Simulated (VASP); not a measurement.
Crystal: Sb2P3H.

```
CELL_PARAMETERS angstrom
3.77379 0.00000 0.00000
0.00000 3.77379 0.00000
0.00000 0.00000 9.39320
ATOMIC_POSITIONS crystal
Sb 0.50000 0.50000 0.18643
Sb 0.50000 0.50000 0.81357
H 0.50000 0.50000 0.50000
P 0.00000 0.50000 0.16363
P 0.50000 0.00000 0.83637
P 0.00000 0.00000 0.00000
```

The cell was generated, and may not be a known phase.

| Item | Value |
| --- | --- |
| Program | VASP 6.6.1 |
| Task | relaxation of cell and atoms |
| Functional | PBE |
| Potentials or basis | VASP PAW PBE potentials, release 64 (Sb_d_GW, H, P) |
| Cutoff | 500 eV |
| k mesh | 4 × 4 × 2 |
| Occupations | gaussian, width 0.1 eV |
| Spin | no spin polarisation |

At the start: pressure 54.3 GPa; volume 22.30 Å³/atom.

**Question.** Where does the relaxation end?

**Answer.** Over 22 steps the energy falls by 3183.8 meV/atom and the volume is 26.47 Å³/atom (+18.7 %); space group P-4m2 (No. 115, to 0.1 Å) before, P4/mmm (No. 123, to 0.1 Å).

The path:
```tsv
step	energy change (eV)	largest force (eV/Å)	pressure (GPa)	volume (Å³)
1	0.0000	6.2588	54.29	133.77
2	-11.8670	0.4145	-8.06	322.37
3	-15.1830	1.2822	-2.38	224.58
4	-15.1879	1.2349	-2.82	227.54
5	-16.1183	1.2460	-3.08	211.64
6	-18.2021	1.1305	-0.28	163.83
7	-18.4196	0.9819	1.05	159.10
8	-18.5856	0.7960	3.56	151.99
9	-18.7194	0.6611	2.37	154.65
10	-18.9293	0.3204	-0.88	162.79
11	-18.9418	0.2537	-1.61	165.08
12	-18.9887	0.1445	-1.37	163.68
13	-19.0090	0.1105	-1.14	162.54
14	-19.0278	0.1115	-0.48	160.25
15	-19.0547	0.1149	0.24	157.83
16	-19.0675	0.0958	1.23	154.75
17	-19.0885	0.0738	0.92	155.59
18	-19.0954	0.0878	0.57	156.54
19	-19.0957	0.0766	0.62	156.39
20	-19.1010	0.0845	0.17	157.96
21	-19.1019	0.0910	-0.09	158.91
22	-19.1025	0.0350	-0.02	158.85
```

Final structure:
```cif
data_structure
_symmetry_space_group_name_H-M 'P 1'
_symmetry_Int_Tables_number 1
_cell_length_a 4.7549
_cell_length_b 4.7549
_cell_length_c 7.0260
_cell_angle_alpha 90.000
_cell_angle_beta 90.000
_cell_angle_gamma 90.000
_cell_volume 158.85
loop_
_atom_site_label
_atom_site_type_symbol
_atom_site_fract_x
_atom_site_fract_y
_atom_site_fract_z
_atom_site_occupancy
Sb1 Sb 0.50000 0.50000 0.21884 1
Sb2 Sb 0.50000 0.50000 0.78116 1
H1 H 0.50000 0.50000 0.50000 1
P1 P 0.00000 0.50000 0.00305 1
P2 P 0.50000 0.00000 0.99695 1
P3 P 0.00000 0.00000 0.00000 1
```

Caveat: the k points lie up to 0.45 Å⁻¹ apart in the final cell, too coarse for converged energies and pressures of a metal; the volume moved by over 15 % at a fixed basis, so the end points are rough.
